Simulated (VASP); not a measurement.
# MgO in VASP: further runs

MgO is run at these levels: PBE; tasks: G0W0 quasiparticle levels.

All numbers are computed with VASP 6.6.1; they aren't measurements. Logs are shortened: lines on timing, memory, paths and dates and some standing lists are left out, and cuts for length are marked.

### Step 1. The cell of the first run

It takes space group Fm-3m (No. 225, cubic). Conventional cell: a = 4.204 Å, b = 4.204 Å, c = 4.204 Å, α = 90.00°, β = 90.00°, γ = 90.00°. Within 2.8 Å of Mg (site symmetry m-3m) lie 6 O at 2.10 Å. O (site symmetry m-3m) has 6 Mg at 2.10 Å within 2.8 Å.

### Step 2. G0W0 quasiparticle levels, PBE

POSCAR

```
MgO
1.0
    0.0000000000      2.1021680256      2.1021680256
    2.1021680256      0.0000000000      2.1021680256
    2.1021680256      2.1021680256      0.0000000000
Mg O
1 1
Direct
    0.0000000000      0.0000000000      0.0000000000
    0.5000000000      0.5000000000      0.5000000000
```

INCAR.step1

```
PREC = Accurate
ENCUT = 500
EDIFF = 1E-8
ISMEAR = 0
SIGMA = 0.01
LREAL = False
LASPH = True
NELM = 60
ALGO = Normal
LWAVE = True
LCHARG = False
GGA = PE
```

INCAR.step2

```
PREC = Accurate
ENCUT = 500
EDIFF = 1E-8
ISMEAR = 0
SIGMA = 0.01
LREAL = False
LASPH = True
NELM = 1
ALGO = Exact
LWAVE = True
LCHARG = False
GGA = PE
NBANDS = 81
LOPTICS = True
ISTART = 1
```

INCAR.step3

```
PREC = Accurate
ENCUT = 500
EDIFF = 1E-8
ISMEAR = 0
SIGMA = 0.01
LREAL = False
LASPH = True
ALGO = EVGW0
LWAVE = False
LCHARG = False
GGA = PE
NELMGW = 1
NBANDS = 81
ENCUTGW = 150.0
NOMEGA = 96
PRECFOCK = Fast
ISTART = 1
NBANDSGW = 12
OMEGAMAX = 20
```

KPOINTS

```
Automatic mesh
0
Gamma
  6 6 6
```

Potentials or basis: VASP PAW PBE potentials, release 64 (Mg_GW, O_GW).

Command:

```
$ cat potpaw_PBE.64/Mg_GW/POTCAR potpaw_PBE.64/O_GW/POTCAR > POTCAR
$ cp INCAR.step1 INCAR
$ mpirun -np 1 vasp_std > vasp.out
$ cp INCAR.step2 INCAR
$ mpirun -np 1 vasp_std > vasp.out
$ cp INCAR.step3 INCAR
$ mpirun -np 1 vasp_std > vasp.out
```

OUTCAR:

```text
PREC = Accurate
   ENCUT = 500
   EDIFF = 1E-8
   ISMEAR = 0
   LREAL = False
   LASPH = True
   GGA = PE
   NELMGW = 1
   ENCUTGW = 150.0
   PRECFOCK = Fast
   ISTART = 1

 ion  position               nearest neighbor table
   1  0.000  0.000  0.000-   2 2.10   2 2.10   2 2.10   2 2.10   2 2.10   2 2.10
   2  0.500  0.500  0.500-   1 2.10   1 2.10   1 2.10   1 2.10   1 2.10   1 2.10

  LATTYP: Found a face centered cubic cell.
 ALAT       =     4.2043360512

  Lattice vectors:

 A1 = (   0.0000000000,   2.1021680256,   2.1021680256)
 A2 = (   2.1021680256,   0.0000000000,   2.1021680256)
 A3 = (   2.1021680256,   2.1021680256,   0.0000000000)

Analysis of symmetry for initial positions (statically):
=====================================================================
 Subroutine PRICEL returns:
 Original cell was already a primitive cell.

 Routine SETGRP: Setting up the symmetry group for a
 face centered cubic supercell.

 Subroutine GETGRP returns: Found 48 space group operations
 (whereof 48 operations were pure point group operations)
 out of a pool of 48 trial point group operations.

The static configuration has the point symmetry O_h .

Analysis of symmetry for dynamics (positions and initial velocities):
=====================================================================
 Subroutine PRICEL returns:
 Original cell was already a primitive cell.

 Routine SETGRP: Setting up the symmetry group for a
 face centered cubic supercell.

 Subroutine GETGRP returns: Found 48 space group operations
 (whereof 48 operations were pure point group operations)
 out of a pool of 48 trial point group operations.

The dynamic configuration has the point symmetry O_h .

 Subroutine INISYM returns: Found 48 space group operations
 (whereof 48 operations are pure point group operations),
 and found     1 'primitive' translations

----------------------------------------------------------------------------------------
[... 82 lines left out ...]
   ENCUT  =  500.0 eV  36.75 Ry    6.06 a.u.   5.42  5.42  5.42*2*pi/ulx,y,z
   NELM   =     60;   NELMIN=  2; NELMDL=  0     # of ELM steps
   EDIFF  = 0.1E-07   stopping-criterion for ELM
   LREAL  =      F    real-space projection
   EDIFFG = 0.1E-06   stopping-criterion for IOM
   NSW    =      0    number of steps for IOM
   IBRION =     -1    ionic relax: 0-MD 1-quasi-New 2-CG
   NFREE  =      0    steps in history (QN), initial steepest desc. (CG)
   ISIF   =      0    stress and relaxation
   ISYM   =      3    0-nonsym 1-usesym 2-fastsym
   POTIM  = 0.5000    time-step for ionic-motion
   TEBEG  =    0.0;   TEEND  =   0.0 temperature during run
   PSTRESS=    0.0 pullay stress
   NELECT =       8.0000    total number of electrons
   NUPDOWN=      -1.0000    fix difference up-down
   EMIN   =  10.00;   EMAX   =-10.00  energy-range for DOS
   EFERMI =   0.00;   METHOD = LEGACY
   ISMEAR =     0;   SIGMA  =   0.01  broadening in eV -4-tet -1-fermi 0-gaus
   EFERMI_NEDOS =   21; number of points for ismear=-14 and -15
   IALGO  =     38    algorithm
   IMIX   =      4    mixing-type and parameters
     AMIX     =   0.40;   BMIX     =  1.00
     AMIX_MAG =   1.60;   BMIX_MAG =  1.00
  volume/ion in A,a.u.               =       9.29        62.69
  Fermi-wavevector in a.u.,A,eV,Ry     =   1.236215  2.336108 20.792804  1.528228
  Thomas-Fermi vector in A             =   2.370833
   LORBIT       =      0    0 simple, 1 ext, 2 COOP (PROOUT), +10 PAW based schemes
   GGA     = PE    functional components
   LHFCALC =     T    Hartree Fock is set to
   PRECFOCK=fast      Normal, Fast or Accurate (Low or Medium for compatibility)
   ENCUT4O =  -1.0   cutoff for four orbital integrals eV
   NKREDX  =     1    reduce k-point grid by
   NKREDY  =     1    reduce k-point grid by
   NKREDZ  =     1    reduce k-point grid by
   AEXX    =    1.0000 exact exchange contribution
   HFSCREEN=    0.0000 screening length (either q_TF or 0.3 A-1)
   HFSCREENC=   0.0000 screening length for correlation (either q_TF or 0.3 A-1)
   ENCUTFOCK=  -1.0 apply spherical cutoff to Coloumb kernel
   IVDW    =     0    specifies the selected vdW correction
   LEPSILON=     F    determine dielectric tensor
   LRPA    =     F    only Hartree local field effects (RPA)
   LRPAFORCE           =     F    calculate RPA forces
   ENCUTGW             = 150.0    cutoff for response function in eV
   ENCUTGWSOFT         = 120.0    soft cutoff for Coulomb kernel in GW response function in eV
   ENCUTLF             =  -1.0    cutoff for local field effects
   NELMGW              =     1    number of iterations in solving QP/BSE equation
   NELMHF              =     1    number of iterations in the inner HF iteration
   NKREDLFX            =     1    NKREDLFY  =   1   NKREDLFZ  =   1
 non-spin polarized calculation
 Gauss-broadening in eV      SIGMA  =   0.01
  energy-cutoff  :      500.00
  volume of cell :       18.58
 maximum number of plane-waves:       489
 NGX is ok and might be reduce to    24
  NGX = 14; NGY = 14; NGZ = 14
   NGX = 11   NGY = 11   NGZ = 11
 maximum number of plane-waves:        81
 NGX is ok and might be reduce to    14

 QP shifts <psi_nk| G(iteration)W_0 |psi_nk>: iteration 1
 for sc-GW calculations column KS-energies equals QP-energies in previous step
 and V_xc(KS)=  KS-energies - (<T + V_ion + V_H > + <T+V_H+V_ion>^1  + <V_x>^1)

 k-point   1 :       0.0000    0.0000    0.0000
  band No.  KS-energies  QP-energies   sigma(KS)   V_xc(KS)     V^pw_x(r,r')   Z            occupation Imag(sigma)

      1     -14.0730     -16.1167     -21.1738     -18.1204     -29.9079       0.6693       2.0000       1.0189
      2       3.2240       1.9192     -21.3979     -19.7386     -25.2493       0.7863       2.0000       0.0415
      3       3.2240       1.9192     -21.3979     -19.7386     -25.2493       0.7863       2.0000       0.0415
      4       3.2240       1.9192     -21.3979     -19.7386     -25.2493       0.7863       2.0000       0.0415
      5       8.0036       9.2455     -10.7374     -12.2124      -7.4508       0.8420       0.0000      -0.0407
      6      19.0621      20.3066      -7.5679      -9.0657      -3.0930       0.8308       0.0000      -0.0734
      7      19.0621      20.3066      -7.5679      -9.0657      -3.0930       0.8308       0.0000      -0.0734
      8      19.0621      20.3066      -7.5679      -9.0657      -3.0930       0.8308       0.0000      -0.0734
      9      22.9939      23.4005      -7.4032      -7.9368      -1.6841       0.7619       0.0000      -0.3822
     10      24.7750      26.3062      -8.0187      -9.8787      -3.2625       0.8232       0.0000      -0.1382
     11      24.7750      26.3062      -8.0187      -9.8787      -3.2625       0.8232       0.0000      -0.1382
     12      27.3734      28.8399      -7.6375      -9.4962      -1.8749       0.7890       0.0000      -0.4250
[... 228 lines left out ...]
      1     -12.4746     -14.6165     -22.8213     -19.8516     -31.3827       0.7213       2.0000       0.9621
      2      -0.3553      -2.1919     -18.0292     -15.6376     -22.1191       0.7680       2.0000       0.0628
      3       0.9695      -0.7125     -19.0838     -16.9199     -23.0483       0.7773       2.0000       0.0523
      4       1.5457      -0.0329     -19.7135     -17.6869     -23.6734       0.7790       2.0000       0.0488
      5      13.8029      15.1027      -9.4126     -10.9763      -5.3931       0.8312       0.0000      -0.0527
      6      14.6957      16.2854      -8.8317     -10.7349      -4.7697       0.8353       0.0000      -0.0514
      7      15.7512      17.5000     -12.0139     -14.2124      -7.5621       0.7954       0.0000      -0.0732
      8      19.7551      21.3042      -9.1590     -11.0966      -4.1669       0.7995       0.0000      -0.1367
      9      23.4294      24.9282      -9.4140     -11.3410      -3.8255       0.7778       0.0000      -0.2760
     10      27.9145      29.1198      -7.9904      -9.4888      -2.3591       0.8044       0.0000      -0.5367
     11      29.4854      31.3879      -8.8914     -11.1275      -3.5729       0.8508       0.0000      -0.6044
     12      31.6609      33.6004      -9.5676     -11.8380      -3.7437       0.8543       0.0000      -0.8189
```

OUTCAR.step1:

```text
PREC = Accurate
   ENCUT = 500
   EDIFF = 1E-8
   ISMEAR = 0
   LREAL = False
[... 387 lines left out ...]
      0.00000      0.00000      0.00000         0.000000      0.000000      0.000000
      2.10217      2.10217      2.10217        -0.000000     -0.000000      0.000000
 -----------------------------------------------------------------------------------
    total drift:                               -0.000000     -0.000000      0.000000

  FREE ENERGIE OF THE ION-ELECTRON SYSTEM (eV)
  ---------------------------------------------------
  free  energy   TOTEN  =       -11.9271261304 eV

  energy  without entropy=      -11.9271261304  energy(sigma->0) =      -11.92712613
```

Wall time 1.7 min (1 thread of Intel Xeon 6975P-C (Granite Rapids), shared host); peak memory 0.34 GiB.

What came out:

| Property | Result |
| --- | --- |
| Quasiparticle gap | 7.33 eV |
| Least direct quasiparticle gap | 7.33 eV |
| Band gap of the starting levels on the mesh | 4.78 eV |
| Least direct gap of the starting levels on the mesh | 4.78 eV |

Caveat: the k points lie up to 0.43 Å⁻¹ apart; the cutoff is under 1.25 times the usual one of these potentials, so pressure, stress and relaxed cells hold a basis-set (Pulay) error; bands, screening cutoff and mesh are small and nothing is extrapolated, so the quasiparticle values aren't converged.

### Step 3. G0W0 quasiparticle levels, PBE

This run uses another cell than the first one, of 9.43 Å³/atom.

POSCAR

```
MgO
1.0
    0.0000000000      2.1334903292      2.1021680256
    2.1021680256      0.0000000000      2.1021680256
    2.1021680256      2.1334903292      0.0000000000
Mg O
1 1
Direct
    0.0000000000      0.0000000000      0.0000000000
    0.5000000000      0.5000000000      0.5000000000
```

INCAR.step1

```
PREC     = Accurate       # precision mode
ENCUT    = 500            # plane-wave cutoff, eV
EDIFF    = 1E-8           # SCF threshold, eV
ISMEAR   = 0              # smearing method
SIGMA    = 0.01           # smearing width, eV
LREAL    = False          # projectors in reciprocal space
LASPH    = True           # aspherical terms in the spheres
NELM     = 60             # most SCF steps
ALGO     = Normal         # electronic algorithm
LWAVE    = True           # write WAVECAR
LCHARG   = False          # write CHGCAR
GGA      = PE             # functional
```

INCAR.step2

```
PREC     = Accurate       # precision mode
ENCUT    = 500            # plane-wave cutoff, eV
EDIFF    = 1E-8           # SCF threshold, eV
ISMEAR   = 0              # smearing method
SIGMA    = 0.01           # smearing width, eV
LREAL    = False          # projectors in reciprocal space
LASPH    = True           # aspherical terms in the spheres
NELM     = 1              # most SCF steps
ALGO     = Exact          # electronic algorithm
LWAVE    = True           # write WAVECAR
LCHARG   = False          # write CHGCAR
GGA      = PE             # functional
NBANDS   = 82             # bands
LOPTICS  = True           # frequency-dependent dielectric function
ISTART   = 1
```

INCAR.step3

```
PREC     = Accurate       # precision mode
ENCUT    = 500            # plane-wave cutoff, eV
EDIFF    = 1E-8           # SCF threshold, eV
ISMEAR   = 0              # smearing method
SIGMA    = 0.01           # smearing width, eV
LREAL    = False          # projectors in reciprocal space
LASPH    = True           # aspherical terms in the spheres
ALGO     = EVGW0          # electronic algorithm
LWAVE    = False          # write WAVECAR
LCHARG   = False          # write CHGCAR
GGA      = PE             # functional
NELMGW   = 1            
NBANDS   = 82             # bands
ENCUTGW  = 150.0          # cutoff of the response function
NOMEGA   = 96             # frequency points
PRECFOCK = Fast         
ISTART   = 1            
NBANDSGW = 12           
OMEGAMAX = 20
```

KPOINTS

```
regular mesh
0
Gamma
  6 6 6
```

Potentials or basis: VASP PAW PBE potentials, release 64 (Mg_GW, O_GW).

Command:

```
$ cat potpaw_PBE.64/Mg_GW/POTCAR potpaw_PBE.64/O_GW/POTCAR > POTCAR
$ cp INCAR.step1 INCAR
$ mpirun -np 1 vasp_std > vasp.out
$ cp INCAR.step2 INCAR
$ mpirun -np 1 vasp_std > vasp.out
$ cp INCAR.step3 INCAR
$ mpirun -np 1 vasp_std > vasp.out
```

OUTCAR:

```text
PREC = Accurate
   ENCUT = 500
   EDIFF = 1E-8
   ISMEAR = 0
   LREAL = False
   LASPH = True
   GGA = PE
   NELMGW = 1
   ENCUTGW = 150.0
   PRECFOCK = Fast
   ISTART = 1

 ion  position               nearest neighbor table
   1  0.000  0.000  0.000-   2 2.10   2 2.10   2 2.10   2 2.10   2 2.13   2 2.13
   2  0.500  0.500  0.500-   1 2.10   1 2.10   1 2.10   1 2.10   1 2.13   1 2.13

[... 202 lines left out ...]
      3       3.1018       1.8120     -21.3505     -19.7048     -25.2145       0.7838       2.0000       0.0420
      4       3.1333       1.8544     -21.3263     -19.6939     -25.1572       0.7835       2.0000       0.0413
      5       7.7470       8.9704     -10.6672     -12.1198      -7.4052       0.8422       0.0000      -0.0411
      6      18.7664      20.0002      -7.5634      -9.0510      -3.1030       0.8294       0.0000      -0.0740
      7      18.9215      20.1371      -7.5197      -8.9881      -3.0386       0.8278       0.0000      -0.0767
      8      18.9215      20.1371      -7.5197      -8.9881      -3.0386       0.8278       0.0000      -0.0767
      9      22.7631      23.1554      -7.3681      -7.8815      -1.6636       0.7643       0.0000      -0.3994
     10      24.2873      25.7853      -7.9732      -9.7953      -3.2279       0.8221       0.0000      -0.1389
     11      24.7645      26.2776      -8.0068      -9.8525      -3.2379       0.8198       0.0000      -0.1488
     12      26.6257      28.0927      -7.4752      -9.3211      -1.8000       0.7947       0.0000      -0.4372
[... 356 lines left out ...]
      1     -12.5495     -14.6647     -22.7795     -19.8428     -31.3629       0.7202       2.0000       0.9683
      2      -0.3904      -2.2014     -18.0128     -15.6498     -22.1086       0.7664       2.0000       0.0639
      3       0.8980      -0.7582     -18.9764     -16.8386     -22.9213       0.7747       2.0000       0.0529
      4       1.4120      -0.1520     -19.6430     -17.6293     -23.6183       0.7767       2.0000       0.0500
      5      13.5699      14.8582      -9.4424     -10.9972      -5.4320       0.8285       0.0000      -0.0538
      6      14.4086      15.9741      -8.7716     -10.6489      -4.7225       0.8339       0.0000      -0.0524
      7      15.5872      17.3107     -11.9838     -14.1602      -7.5308       0.7919       0.0000      -0.0754
      8      19.5359      21.0805      -9.2150     -11.1473      -4.2203       0.7994       0.0000      -0.1445
      9      22.9771      24.4381      -9.2825     -11.1632      -3.7272       0.7768       0.0000      -0.2761
     10      27.7995      28.9803      -7.9303      -9.3956      -2.3077       0.8059       0.0000      -0.5577
     11      29.0125      30.8809      -8.8152     -11.0197      -3.5305       0.8476       0.0000      -0.5925
     12      31.4585      33.4008      -9.5748     -11.8389      -3.7430       0.8579       0.0000      -0.8456

 [... further k-points ...]
```

OUTCAR.step1:

```text
PREC = Accurate
   ENCUT = 500
   EDIFF = 1E-8
   ISMEAR = 0
   LREAL = False
[... 487 lines left out ...]
      0.00000      0.00000      0.00000        -0.000000      0.000000      0.000000
      2.10217      2.13349      2.10217         0.000000     -0.000000     -0.000000
 -----------------------------------------------------------------------------------
    total drift:                               -0.000000     -0.000000      0.000000

  FREE ENERGIE OF THE ION-ELECTRON SYSTEM (eV)
  ---------------------------------------------------
  free  energy   TOTEN  =       -11.9313124282 eV

  energy  without entropy=      -11.9313124282  energy(sigma->0) =      -11.93131243
```

It took 2.9 min on 1 thread of Intel Xeon 6975P-C (Granite Rapids), shared host; peak memory 0.4 GiB.

Results:

| Quantity | Value |
| --- | --- |
| Quasiparticle gap | 7.12 eV |
| Least direct quasiparticle gap | 7.12 eV |
| Band gap of the starting levels on the mesh | 4.61 eV |
| Least direct gap of the starting levels on the mesh | 4.61 eV |

Caveat: the k points lie up to 0.43 Å⁻¹ apart; the cutoff is under 1.25 times the usual one of these potentials, so pressure, stress and relaxed cells hold a basis-set (Pulay) error; bands, screening cutoff and mesh are small and nothing is extrapolated, so the quasiparticle values aren't converged.
